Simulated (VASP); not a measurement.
# Hg (Pm-3m) in VASP: single point with PBE

Aim: the single point of Hg with PBE.

Program: VASP 6.6.1. These are calculated values, not measurements. Logs are shortened: lines on timing, memory, paths and dates and some standing lists are left out, and cuts for length are marked.

### Step 1. The cell of the first run

It takes space group Pm-3m (No. 221, cubic). Conventional cell: a = 3.094 Å, b = 3.094 Å, c = 3.094 Å, α = 90.00°, β = 90.00°, γ = 90.00°. Hg (site symmetry m-3m) has 6 Hg at 3.09 Å within 4.1 Å.

### Step 2. Single point, PBE

The input, INCAR:

```
  PREC = Accurate
  ENCUT = 520
  EDIFF = 1E-7
  ISMEAR = -1
  SIGMA = 0.13605693000000002
  LREAL = F
  LASPH = T
  NELM = 80
  ALGO = Normal
  ISIF = 2
  LWAVE = F
  LCHARG = T
  GGA = PE
  LELF = T
  LVHAR = T
  NBANDS = 12
```

The input, KPOINTS:

```
Automatic mesh
0
Gamma
  11 11 11
```

The input, POSCAR:

```
Hg
1.0
    3.0937787128      0.0000000000      0.0000000000
    0.0000000000      3.0937787128      0.0000000000
    0.0000000000      0.0000000000      3.0937787128
Hg
1
Direct
    0.0000000000      0.0000000000      0.0000000000
```

Potentials or basis: VASP PAW PBE potentials, release 64 (Hg).

Command:

```bash
$ cat potpaw_PBE.64/Hg/POTCAR > POTCAR
$ mpirun -np 1 vasp_std > vasp.out
```

OUTCAR:

```text
PREC = Accurate
   ENCUT = 520
   EDIFF = 1E-7
   ISMEAR = -1
   LREAL = F
   LASPH = T
   NELM = 80
   ISIF = 2
   GGA = PE

 ion  position               nearest neighbor table
   1  0.000  0.000  0.000-

  LATTYP: Found a simple cubic cell.
 ALAT       =     3.0937787128

  Lattice vectors:

 A1 = (   3.0937787128,   0.0000000000,   0.0000000000)
 A2 = (   0.0000000000,   3.0937787128,   0.0000000000)
 A3 = (   0.0000000000,   0.0000000000,   3.0937787128)

Analysis of symmetry for initial positions (statically):
=====================================================================
 Subroutine PRICEL returns:
 Original cell was already a primitive cell.

 Routine SETGRP: Setting up the symmetry group for a
 simple cubic supercell.

 Subroutine GETGRP returns: Found 48 space group operations
 (whereof 48 operations were pure point group operations)
 out of a pool of 48 trial point group operations.

The static configuration has the point symmetry O_h .

Analysis of symmetry for dynamics (positions and initial velocities):
=====================================================================
 Subroutine PRICEL returns:
 Original cell was already a primitive cell.

 Routine SETGRP: Setting up the symmetry group for a
 simple cubic supercell.

 Subroutine GETGRP returns: Found 48 space group operations
 (whereof 48 operations were pure point group operations)
 out of a pool of 48 trial point group operations.

The dynamic configuration has the point symmetry O_h .

 Subroutine INISYM returns: Found 48 space group operations
 (whereof 48 operations are pure point group operations),
 and found     1 'primitive' translations

----------------------------------------------------------------------------------------

                                     Primitive cell

  volume of cell :      29.6120

  direct lattice vectors                    reciprocal lattice vectors
     3.093778713  0.000000000  0.000000000     0.323229323  0.000000000  0.000000000
     0.000000000  3.093778713  0.000000000     0.000000000  0.323229323  0.000000000
     0.000000000  0.000000000  3.093778713     0.000000000  0.000000000  0.323229323

  length of vectors
     3.093778713  3.093778713  3.093778713     0.323229323  0.323229323  0.323229323

[... 77 lines left out ...]
   NELM   =     80;   NELMIN=  2; NELMDL= -5     # of ELM steps
   EDIFF  = 0.1E-06   stopping-criterion for ELM
   LREAL  =      F    real-space projection
   EDIFFG = 0.1E-05   stopping-criterion for IOM
   NSW    =      0    number of steps for IOM
   IBRION =     -1    ionic relax: 0-MD 1-quasi-New 2-CG
   NFREE  =      0    steps in history (QN), initial steepest desc. (CG)
   ISIF   =      2    stress and relaxation
   ISYM   =      2    0-nonsym 1-usesym 2-fastsym
   POTIM  = 0.5000    time-step for ionic-motion
   TEBEG  =    0.0;   TEEND  =   0.0 temperature during run
   PSTRESS=    0.0 pullay stress
   NELECT =      12.0000    total number of electrons
   NUPDOWN=      -1.0000    fix difference up-down
   EMIN   =  10.00;   EMAX   =-10.00  energy-range for DOS
   EFERMI =   0.00;   METHOD = LEGACY
   ISMEAR =    -1;   SIGMA  =   0.14  broadening in eV -4-tet -1-fermi 0-gaus
   EFERMI_NEDOS =   21; number of points for ismear=-14 and -15
   IALGO  =     38    algorithm
   IMIX   =      4    mixing-type and parameters
     AMIX     =   0.40;   BMIX     =  1.00
     AMIX_MAG =   1.60;   BMIX_MAG =  1.00
  volume/ion in A,a.u.               =      29.61       199.83
  Fermi-wavevector in a.u.,A,eV,Ry     =   1.211470  2.289346 19.968721  1.467660
  Thomas-Fermi vector in A             =   2.346985
   LORBIT       =      0    0 simple, 1 ext, 2 COOP (PROOUT), +10 PAW based schemes
   GGA     = PE    functional components
   LHFCALC =     F    Hartree Fock is set to
   AEXX    =    0.0000 exact exchange contribution
   IVDW    =     0    specifies the selected vdW correction
   LEPSILON=     F    determine dielectric tensor
   LRPA    =     F    only Hartree local field effects (RPA)
 non-spin polarized calculation
  energy-cutoff  :      520.00
  volume of cell :       29.61
 maximum number of plane-waves:       812
 NGX is ok and might be reduce to    24
   NGX = 11   NGY = 11   NGZ = 11

 number of electron      11.9999995 magnetization

 Free energy of the ion-electron system (eV)
  ---------------------------------------------------
  ext. energy  EPLUGINS =         0.00000000
  ---------------------------------------------------
  free energy    TOTEN  =        -0.17291170 eV

  energy without entropy =       -0.15333212  energy(sigma->0) =       -0.16312191

 E-fermi :   1.2468     XC(G=0):  -9.5516

 val. band max:        1.2304840849   @ k =   0.4545   0.4545   0.1818
 cond. band min:       1.2876248706   @ k =   0.4545   0.1818   0.0909
 fundamental gap:      0.0571407857
 Fermi energy:         1.2467764441

 k-point     1 :       0.0000    0.0000    0.0000
  band No.  band energies     occupation
      1      -6.4215      2.00000
      2      -6.3072      2.00000
      3      -6.3072      2.00000
      4      -4.5672      2.00000
      5      -4.5672      2.00000
      6      -4.5672      2.00000
      7      10.8597      0.00000
      8      10.8597      0.00000
      9      10.8597      0.00000
     10      14.0004      0.00000
     11      15.8148      0.00000
     12      15.8148      0.00000
[... 331 lines left out ...]
 k-point    24 :       0.2727    0.0909    0.0909
  band No.  band energies     occupation
      1      -6.0998      2.00000
      2      -5.9351      2.00000
      3      -5.0499      2.00000
      4      -4.9348      2.00000
      5      -4.6333      2.00000
      6      -4.3999      2.00000
      7       4.9034      0.00000
      8      10.8119      0.00000
      9      11.1730      0.00000
     10      16.5856      0.00000
     11      17.0328      0.00000
     12      19.5065      0.00000

 [... further k-points ...]
[... 5 lines left out ...]
  --------------------------------------------------------------------------------------
  -------------------------------------------------------------------------------------
  Total        0.0416024      0.0416024      0.0416024     -0.0000000      0.0000000     -0.0000000
  in kB        2.2509282      2.2509282      2.2509282     -0.0000000      0.0000000     -0.0000000
  external PRESSURE =       2.2509282 kB  Pullay stress =       0.0000000 kB

 VOLUME and BASIS-vectors are now :
 -----------------------------------------------------------------------------
  energy-cutoff  :      520.00
  volume of cell :       29.61
      direct lattice vectors                 reciprocal lattice vectors
     3.093778713  0.000000000  0.000000000     0.323229323  0.000000000  0.000000000
     0.000000000  3.093778713  0.000000000     0.000000000  0.323229323  0.000000000
     0.000000000  0.000000000  3.093778713     0.000000000  0.000000000  0.323229323

 POSITION                                       TOTAL-FORCE (eV/Angst)
 -----------------------------------------------------------------------------------
      0.00000      0.00000      0.00000         0.000000      0.000000      0.000000
 -----------------------------------------------------------------------------------
    total drift:                                0.000000      0.000000     -0.000000

  FREE ENERGIE OF THE ION-ELECTRON SYSTEM (eV)
  ---------------------------------------------------
  free  energy   TOTEN  =        -0.1729116961 eV

  energy  without entropy=       -0.1533321160  energy(sigma->0) =       -0.16312191
```

stdout:

```text
POSCAR found type information on POSCAR Hg
 POSCAR found :  1 types and       1 ions
 scaLAPACK will be used
 LDA part: xc-table for (Slater+PW92), standard interpolation
 POSCAR, INCAR and KPOINTS ok, starting setup
 FFT: planning ... GRIDC
 FFT: planning ... GRID_SOFT
 FFT: planning ... GRID
 WAVECAR not read
 entering main loop
```

Wall time 7.5 s (1 thread of AMD EPYC 9R45 (Zen 5), shared host); peak memory 0.12 GiB.

What came out:

| Item | Value |
| --- | --- |
| Free energy | -0.1729 eV |
| Pressure | 0.2 GPa |
| Band gap on the k mesh | zero (band 6 reaches 3.79 eV, above the bottom of band 7 at 0.44 eV) |

Caveat: spin-orbit coupling is left out, which moves the levels of the heavy elements.
